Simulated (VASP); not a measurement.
# Ti4C in VASP: notebook

Runs on Ti4C. Level: PBE. Tasks: single point.

Everything below comes from runs of VASP 6.6.1. Logs are shortened: lines on timing, memory, paths and dates and some standing lists are left out, and cuts for length are marked.

## Step 1: The cell of the first run

The cell holds a slab with vacuum, 5 atoms: a = 3.255 Å, b = 3.255 Å, c = 20.179 Å, α = 90.00°, β = 90.00°, γ = 90.00°.

## Step 2: Single point, PBE

The input, INCAR:

```
SYSTEM = Ti4C
PREC = Accurate
ENCUT = 520
EDIFF = 1E-6
ISMEAR = 0
SIGMA = 0.1
LREAL = .FALSE.
LASPH = .TRUE.
NELM = 80
ALGO = Normal
ISIF = 2
LWAVE = .FALSE.
LCHARG = .FALSE.
LDIPOL = .TRUE.
IDIPOL = 3
DIPOL = 0.5 0.5 0.346
GGA = PE
NBANDS = 34
```

The input, KPOINTS:

```
regular mesh
0
G
  8 8 1
  0 0 0
```

The input, POSCAR:

```
Ti4C
1.0
    3.2553359278      0.0000000000      0.0000000000
    0.0000000000      3.2553359278      0.0000000000
    0.0000000000      0.0000000000     20.1793674396
Ti C
4 1
Direct
    0.5000000000      0.5000000000      0.1982222690
    0.0000000000      0.0000000000      0.2788822782
    0.5000000000      0.5000000000      0.3551865237
    0.0000000000      0.0000000000      0.4301109767
    0.1250000000      0.5000000000      0.4690333360
```

Potentials or basis: VASP PAW PBE potentials, release 64 (Ti_sv, C).

Started as:

```console
$ cat potpaw_PBE.64/Ti_sv/POTCAR potpaw_PBE.64/C/POTCAR > POTCAR
$ mpirun -np 1 vasp_std > vasp.out
```

OUTCAR:

```text
SYSTEM = Ti4C
   PREC = Accurate
   ENCUT = 520
   EDIFF = 1E-6
   ISMEAR = 0
   LREAL = .FALSE.
   LASPH = .TRUE.
   NELM = 80
   ISIF = 2
   GGA = PE

 ion  position               nearest neighbor table
   1  0.500  0.500  0.198-   2 2.82   2 2.82   2 2.82   2 2.82
   2  0.000  0.000  0.279-   3 2.77   3 2.77   3 2.77   3 2.77   1 2.82   1 2.82   1 2.82   1 2.82

   3  0.500  0.500  0.355-   4 2.75   4 2.75   4 2.75   4 2.75   2 2.77   2 2.77   2 2.77   2 2.77

   4  0.000  0.000  0.430-   5 1.85   5 1.85   3 2.75   3 2.75   3 2.75   3 2.75
   5  0.125  0.500  0.469-   4 1.85   4 1.85

  LATTYP: Found a simple tetragonal cell.
 ALAT       =     3.2553359278
 C/A-ratio  =     6.1988587007

  Lattice vectors:

 A1 = (   3.2553359278,   0.0000000000,   0.0000000000)
 A2 = (   0.0000000000,   3.2553359278,   0.0000000000)
 A3 = (   0.0000000000,   0.0000000000,  20.1793674396)

Analysis of symmetry for initial positions (statically):
=====================================================================
 Subroutine PRICEL returns:
 Original cell was already a primitive cell.

 Routine SETGRP: Setting up the symmetry group for a
 simple tetragonal supercell.

 Subroutine GETGRP returns: Found  2 space group operations
 (whereof  2 operations were pure point group operations)
 out of a pool of 16 trial point group operations.

The static configuration has the point symmetry C_1h.

Analysis of symmetry for dynamics (positions and initial velocities):
=====================================================================
 Subroutine PRICEL returns:
 Original cell was already a primitive cell.

 Routine SETGRP: Setting up the symmetry group for a
 simple tetragonal supercell.

 Subroutine GETGRP returns: Found  2 space group operations
 (whereof  2 operations were pure point group operations)
 out of a pool of 16 trial point group operations.

The dynamic configuration has the point symmetry C_1h.

 Subroutine INISYM returns: Found  2 space group operations
 (whereof  2 operations are pure point group operations),
 and found     1 'primitive' translations

----------------------------------------------------------------------------------------

                                     Primitive cell

  volume of cell :     213.8450

  direct lattice vectors                    reciprocal lattice vectors
     3.255335928  0.000000000  0.000000000     0.307187959  0.000000000  0.000000000
     0.000000000  3.255335928  0.000000000     0.000000000  0.307187959  0.000000000
     0.000000000  0.000000000 20.179367440     0.000000000  0.000000000  0.049555567

  length of vectors
     3.255335928  3.255335928 20.179367440     0.307187959  0.307187959  0.049555567

  position of ions in fractional coordinates (direct lattice)
     0.500000000  0.500000000  0.198222269
     0.000000000  0.000000000  0.278882278
     0.500000000  0.500000000  0.355186524
     0.000000000  0.000000000  0.430110977
     0.125000000  0.500000000  0.469033336

  ion indices of the primitive-cell ions
   primitive index   ion index
                 1           1
                 2           2
                 3           3
                 4           4
                 5           5

----------------------------------------------------------------------------------------

 KPOINTS: regular mesh

Automatic generation of k-mesh.
 Grid dimensions read from file:
 generate k-points for:    8    8    1

 Generating k-lattice:

  Cartesian coordinates                     Fractional coordinates (reciprocal lattice)
     0.038398495  0.000000000  0.000000000     0.125000000  0.000000000  0.000000000
     0.000000000  0.038398495  0.000000000     0.000000000  0.125000000  0.000000000
     0.000000000  0.000000000  0.049555567     0.000000000  0.000000000  1.000000000

  Length of vectors
     0.038398495  0.038398495  0.049555567

  Shift w.r.t. Gamma in fractional coordinates (k-lattice)
     0.000000000  0.000000000  0.000000000

 Subroutine IBZKPT returns following result:
 ===========================================

 Found     25 irreducible k-points:

 Following reciprocal coordinates:
            Coordinates               Weight
  0.000000  0.000000  0.000000      1.000000
  0.125000  0.000000  0.000000      2.000000
  0.000000  0.125000  0.000000      2.000000
  0.250000  0.000000  0.000000      2.000000
  0.000000  0.250000  0.000000      2.000000
  0.375000  0.000000  0.000000      2.000000
[... 16 lines left out ...]
  0.500000  0.375000  0.000000      2.000000
 -0.375000  0.500000  0.000000      2.000000
   k-points           NKPTS =     25   k-points in BZ     NKDIM =     25   number of bands    NBANDS=     34
   number of dos      NEDOS =    301   number of ions     NIONS =      5
   total plane-waves  NPLWV =  86400
   dimension x,y,z NGX =    24 NGY =   24 NGZ =  150
   dimension x,y,z NGXF=    48 NGYF=   48 NGZF=  300
   ions per type =               4   1
   NGX,Y,Z   is equivalent  to a cutoff of  12.26, 12.26, 12.36 a.u.
   NGXF,Y,Z  is equivalent  to a cutoff of  24.51, 24.51, 24.72 a.u.
 SYSTEM =  Ti4C
   PREC   = accura    normal or accurate (medium, high low for compatibility)
   ISTART =      0    job   : 0-new  1-cont  2-samecut
   ICHARG =      2    charge: 1-file 2-atom 10-const
   ISPIN  =      1    spin polarized calculation?
   LNONCOLLINEAR =      F non collinear calculations
   LSORBIT =      F    spin-orbit coupling
   LASPH  =      T    aspherical Exc in radial PAW
   ENCUT  =  520.0 eV  38.22 Ry    6.18 a.u.   6.05  6.05 37.52*2*pi/ulx,y,z
   NELM   =     80;   NELMIN=  2; NELMDL= -5     # of ELM steps
   EDIFF  = 0.1E-05   stopping-criterion for ELM
   LREAL  =      F    real-space projection
   EDIFFG = 0.1E-04   stopping-criterion for IOM
   NSW    =      0    number of steps for IOM
   IBRION =     -1    ionic relax: 0-MD 1-quasi-New 2-CG
   NFREE  =      0    steps in history (QN), initial steepest desc. (CG)
   ISIF   =      2    stress and relaxation
   ISYM   =      2    0-nonsym 1-usesym 2-fastsym
   POTIM  = 0.5000    time-step for ionic-motion
   TEBEG  =    0.0;   TEEND  =   0.0 temperature during run
   PSTRESS=    0.0 pullay stress
   NELECT =      52.0000    total number of electrons
   NUPDOWN=      -1.0000    fix difference up-down
   EMIN   =  10.00;   EMAX   =-10.00  energy-range for DOS
   EFERMI =   0.00;   METHOD = LEGACY
   ISMEAR =     0;   SIGMA  =   0.10  broadening in eV -4-tet -1-fermi 0-gaus
   EFERMI_NEDOS =   21; number of points for ismear=-14 and -15
   IALGO  =     38    algorithm
   IMIX   =      4    mixing-type and parameters
     AMIX     =   0.40;   BMIX     =  1.00
     AMIX_MAG =   1.60;   BMIX_MAG =  1.00
  volume/ion in A,a.u.               =      42.77       288.62
  Fermi-wavevector in a.u.,A,eV,Ry     =   1.021824  1.930968 14.206181  1.044125
  Thomas-Fermi vector in A             =   2.155470
   LORBIT       =      0    0 simple, 1 ext, 2 COOP (PROOUT), +10 PAW based schemes
   GGA     = PE    functional components
   LHFCALC =     F    Hartree Fock is set to
   AEXX    =    0.0000 exact exchange contribution
   IVDW    =     0    specifies the selected vdW correction
   LEPSILON=     F    determine dielectric tensor
   LRPA    =     F    only Hartree local field effects (RPA)
 non-spin polarized calculation
 Gauss-broadening in eV      SIGMA  =   0.10
  energy-cutoff  :      520.00
  volume of cell :      213.85
 maximum number of plane-waves:      5808
   NGX = 13   NGY = 13   NGZ = 75

 dipolmoment           0.000000      0.000000     -0.031203 electrons x Angstroem

 number of electron      52.0000024 magnetization

 dipolmoment           0.000000      0.000000      0.181044 electrons x Angstroem

 Free energy of the ion-electron system (eV)
  ---------------------------------------------------
  ext. energy  EPLUGINS =         0.00000000
  ---------------------------------------------------
  free energy    TOTEN  =       -36.44782478 eV

  energy without entropy =      -36.40704217  energy(sigma->0) =      -36.42743348

 E-fermi :  -0.3123     XC(G=0):  -4.9922

 val. band max:       -0.3239922186   @ k =   0.3750   0.0000   0.0000
 cond. band min:      -0.2892270263   @ k =   0.2500   0.1250   0.0000
 fundamental gap:      0.0347651924
 Fermi energy:        -0.3123497779

 k-point     1 :       0.0000    0.0000    0.0000
  band No.  band energies     occupation
      1     -57.3578      2.00000
      2     -56.7509      2.00000
      3     -56.5373      2.00000
      4     -56.0820      2.00000
      5     -33.7132      2.00000
      6     -33.5202      2.00000
[... 26 lines left out ...]
     33       1.5343      0.00000
     34       1.8419      0.00000

 k-point     2 :       0.1250    0.0000    0.0000
  band No.  band energies     occupation
      1     -57.3558      2.00000
      2     -56.7450      2.00000
      3     -56.5395      2.00000
      4     -56.0818      2.00000
      5     -33.7148      2.00000
      6     -33.5239      2.00000
[... 26 lines left out ...]
     33       1.5139      0.00000
     34       1.8953      0.00000

 k-point     3 :       0.0000    0.1250    0.0000
  band No.  band energies     occupation
      1     -57.3558      2.00000
      2     -56.7450      2.00000
      3     -56.5395      2.00000
      4     -56.0813      2.00000
      5     -33.7147      2.00000
      6     -33.5406      2.00000
[... 26 lines left out ...]
     33       1.7719      0.00000
     34       2.0121      0.00000
[... 704 lines left out ...]
 k-point    23 :       0.5000    0.3750    0.0000
  band No.  band energies     occupation
      1     -57.3357      2.00000
      2     -56.6964      2.00000
      3     -56.5482      2.00000
      4     -56.0689      2.00000
      5     -33.6891      2.00000
      6     -33.6278      2.00000
[... 26 lines left out ...]
     33       2.3244      0.00000
     34       2.5159      0.00000

 k-point    24 :      -0.3750    0.5000    0.0000
  band No.  band energies     occupation
      1     -57.3357      2.00000
      2     -56.6964      2.00000
      3     -56.5482      2.00000
      4     -56.0684      2.00000
      5     -33.6883      2.00000
      6     -33.6450      2.00000
[... 26 lines left out ...]
     33       2.0807      0.00000
     34       2.4862      0.00000

 [... further k-points ...]

------------------------ aborting loop because EDIFF is reached ----------------------------------------

 vacuum level on the upper side and lower side of the slab       (xc-potential included)         1.496        -1.617

  FORCE on cell =-STRESS in cart. coord.  units (eV):
  Direction    XX          YY          ZZ          XY          YZ          ZX
  --------------------------------------------------------------------------------------
  -------------------------------------------------------------------------------------
  Total       -0.7795794      6.2374450      0.1363475      0.0000000      0.0000000      2.1590034
  in kB       -5.8407924     46.7324062      1.0215477      0.0000000      0.0000000     16.1757617
  external PRESSURE =      13.9710538 kB  Pullay stress =       0.0000000 kB

 VOLUME and BASIS-vectors are now :
 -----------------------------------------------------------------------------
  energy-cutoff  :      520.00
  volume of cell :      213.85
      direct lattice vectors                 reciprocal lattice vectors
     3.255335928  0.000000000  0.000000000     0.307187959  0.000000000  0.000000000
     0.000000000  3.255335928  0.000000000     0.000000000  0.307187959  0.000000000
     0.000000000  0.000000000 20.179367440     0.000000000  0.000000000  0.049555567

 POSITION                                       TOTAL-FORCE (eV/Angst)
 -----------------------------------------------------------------------------------
      1.62767      1.62767      4.00000        -0.092005      0.000000      0.479287
      0.00000      0.00000      5.62767         0.098134      0.000000     -0.811040
      1.62767      1.62767      7.16744        -0.085638      0.000000      0.054551
      0.00000      0.00000      8.67937        -2.337738      0.000000      0.276476
      0.40692      1.62767      9.46480         2.417247      0.000000      0.000725
 -----------------------------------------------------------------------------------
    total drift:                               -0.000030      0.000000     -0.000069

  FREE ENERGIE OF THE ION-ELECTRON SYSTEM (eV)
  ---------------------------------------------------
  free  energy   TOTEN  =       -36.4478247840 eV

  energy  without entropy=      -36.4070421665  energy(sigma->0) =      -36.42743348

 vacuum level on the upper side and lower side of the slab         6.033         2.821
```

Wall time 6.1 min (1 thread of Intel Xeon Platinum 8488C (Sapphire Rapids), shared host); peak memory 0.36 GiB.

What came out:

| Property | Result |
| --- | --- |
| Free energy | -36.4478 eV |
| Largest force | 2.417 eV/Å |
| Band gap on the k mesh | zero (band 26 reaches -0.05 eV, above the bottom of band 27 at -0.50 eV) |

Forces in eV/Å, atoms in the order of the input:
```
Ti  -0.092  0.000  0.479
Ti   0.098  0.000 -0.811
Ti  -0.086  0.000  0.055
Ti  -2.338  0.000  0.276
C    2.417  0.000  0.001
```

## Step 3: Single point, PBE

The input, INCAR:

```
SYSTEM = Ti4C
PREC = Accurate ; ENCUT = 520
EDIFF = 1E-6 ; ISMEAR = 0
SIGMA = 0.1 ; LREAL = .False.
LASPH = .True. ; NELM = 60
ALGO = Normal ; ISIF = 2
LWAVE = .False. ; LCHARG = .False.
LDIPOL = .True. ; IDIPOL = 3
DIPOL = 0.5 0.5 0.342 ; GGA = PE
NBANDS = 34
```

The input, KPOINTS:

```
Automatic mesh
0
Gamma
  8 8 1
  0 0 0
```

POSCAR, as its differences from that of step 2:

```diff
@@ -12,2 +12,2 @@
     0.0000000000      0.0000000000      0.4301109767
-    0.1250000000      0.5000000000      0.4690333360
+    0.3750000000      0.5000000000      0.4486296973
```

Potentials or basis: VASP PAW PBE potentials, release 64 (Ti_sv, C).

Started as:

```console
$ cat potpaw_PBE.64/Ti_sv/POTCAR potpaw_PBE.64/C/POTCAR > POTCAR
$ mpirun -np 1 vasp_std > vasp.out
```

OUTCAR:

```text
SYSTEM = Ti4C
   PREC = Accurate
   ENCUT = 520
   EDIFF = 1E-6
   ISMEAR = 0
   LREAL = .False.
   LASPH = .True.
   NELM = 60
   ISIF = 2
   GGA = PE

 ion  position               nearest neighbor table
   1  0.500  0.500  0.198-   2 2.82   2 2.82   2 2.82   2 2.82
   2  0.000  0.000  0.279-   3 2.77   3 2.77   3 2.77   3 2.77   1 2.82   1 2.82   1 2.82   1 2.82

   3  0.500  0.500  0.355-   5 1.93   4 2.75   4 2.75   4 2.75   4 2.75   2 2.77   2 2.77   2 2.77
                             2 2.77
   4  0.000  0.000  0.430-   5 2.07   5 2.07   3 2.75   3 2.75   3 2.75   3 2.75
[... 1099 lines left out ...]
  -------------------------------------------------------------------------------------
  Total       -2.5020896     -2.4299390      3.7377847      0.0000000      0.0000000     -0.3477108
  in kB      -18.7462439    -18.2056746     28.0043628      0.0000000      0.0000000     -2.6051312
  external PRESSURE =      -2.9825186 kB  Pullay stress =       0.0000000 kB

 VOLUME and BASIS-vectors are now :
 -----------------------------------------------------------------------------
  energy-cutoff  :      520.00
  volume of cell :      213.85
      direct lattice vectors                 reciprocal lattice vectors
     3.255335928  0.000000000  0.000000000     0.307187959  0.000000000  0.000000000
     0.000000000  3.255335928  0.000000000     0.000000000  0.307187959  0.000000000
     0.000000000  0.000000000 20.179367440     0.000000000  0.000000000  0.049555567

 POSITION                                       TOTAL-FORCE (eV/Angst)
 -----------------------------------------------------------------------------------
      1.62767      1.62767      4.00000        -0.031713      0.000000      0.286769
      0.00000      0.00000      5.62767        -0.061075      0.000000     -0.770526
      1.62767      1.62767      7.16744         0.515841      0.000000     -1.812669
      0.00000      0.00000      8.67937        -0.684338      0.000000      2.268326
      1.22075      1.62767      9.05306         0.261285      0.000000      0.028101
 -----------------------------------------------------------------------------------
    total drift:                                0.000039      0.000000      0.000149

  FREE ENERGIE OF THE ION-ELECTRON SYSTEM (eV)
  ---------------------------------------------------
  free  energy   TOTEN  =       -38.4615483383 eV

  energy  without entropy=      -38.4286399203  energy(sigma->0) =      -38.44509413

 vacuum level on the upper side and lower side of the slab         5.110         3.261
```

OSZICAR:

```text
N       E                     dE             d eps       ncg     rms          rms(c)
DAV:   1     0.631560339166E+03    0.63156E+03   -0.28075E+04  1956   0.152E+03
DAV:   2     0.431892792489E+02   -0.58837E+03   -0.57593E+03  1806   0.482E+02
DAV:   3    -0.363311089853E+02   -0.79520E+02   -0.77786E+02  2904   0.155E+02
[... 21 lines left out ...]
DAV:  25    -0.384615039272E+02   -0.68183E-04   -0.88331E-06  1528   0.130E-02    0.435E-03
DAV:  26    -0.384615379391E+02   -0.34012E-04   -0.59353E-06  1704   0.119E-02    0.295E-03
DAV:  27    -0.384615471512E+02   -0.92122E-05   -0.13905E-06  1456   0.545E-03    0.132E-03
DAV:  28    -0.384615481735E+02   -0.10222E-05   -0.20918E-07  1272   0.309E-03    0.699E-04
DAV:  29    -0.384615483383E+02   -0.16486E-06   -0.12202E-07  1128   0.200E-03
   1 F= -.38461548E+02 E0= -.38445094E+02  d E =-.329084E-01
```

stdout:

```text
POSCAR found type information on POSCAR TiC
 POSCAR found :  2 types and       5 ions
 scaLAPACK will be used
 LDA part: xc-table for (Slater+PW92), standard interpolation
 POSCAR, INCAR and KPOINTS ok, starting setup
 FFT: planning ... GRIDC
 FFT: planning ... GRID_SOFT
 FFT: planning ... GRID
 WAVECAR not read
 entering main loop
```

Wall time 6 min (1 thread of Intel Xeon Platinum 8488C (Sapphire Rapids), shared host); peak memory 0.37 GiB.

Results:

```yaml
Free_energy: -38.4615 eV
Largest_force: 2.369 eV/Å
Band_gap_on_the_k_mesh: zero (band 26 reaches 0.49 eV, above the bottom of band 27 at -0.04 eV)
```

Forces on the atoms (eV/Å):
```
Ti  -0.032  0.000  0.287
Ti  -0.061  0.000 -0.771
Ti   0.516  0.000 -1.813
Ti  -0.684  0.000  2.268
C    0.261  0.000  0.028
```
